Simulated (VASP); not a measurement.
**SrTiO3: single point with PBE**

The system is SrTiO3.

```
CELL_PARAMETERS angstrom
3.93643 0.00000 0.00000
0.00000 3.93643 0.00000
0.00000 0.00000 3.93643
ATOMIC_POSITIONS crystal
Sr 0.50000 0.50000 0.50000
Ti 0.00000 0.00000 0.00000
O 0.50000 0.00000 0.00000
O 0.00000 0.50000 0.00000
O 0.00000 0.00000 0.50000
```

```json
{
  "Program": "VASP 6.6.1",
  "Task": "single point",
  "Functional": "PBE",
  "Potentials or basis": "VASP PAW PBE potentials, release 64 (Sr_sv, Ti_sv, O)",
  "Cutoff": "520 eV",
  "k mesh": "8 × 8 × 8",
  "Occupations": "gaussian, width 0.02 eV",
  "Spin": "no spin polarisation",
  "Dipole correction": "no",
  "Further INCAR settings": "ALGO = Normal; EDIFF = 1e-07; NBANDS = 28"
}
```

| Property | Result |
| --- | --- |
| Pressure | 0.6 GPa |
| Band gap on the k mesh | 1.81 eV, indirect (least direct gap 2.18 eV) |

Levels at points of the mesh, in eV from the valence-band top:
```
           k point  band 18  band 19  band 20  band 21  band 22  band 23
(0.00, 0.00, 0.00)    -0.37    -0.37    -0.37     1.81     1.81     1.81
(0.50, 0.00, 0.00)    -1.91    -0.73    -0.73     1.97     3.66     3.66
(0.50, 0.50, 0.00)    -1.54    -1.54    -0.09     3.66     3.66     4.11
(0.50, 0.50, 0.50)     0.00     0.00     0.00     4.31     4.31     4.31
```

Wall time 95 s on 1 thread of AMD EPYC 7R43 64-Core Processor (Zen 3), on a shared host, peak memory 0.17 GiB.

A k mesh can miss the band edges.
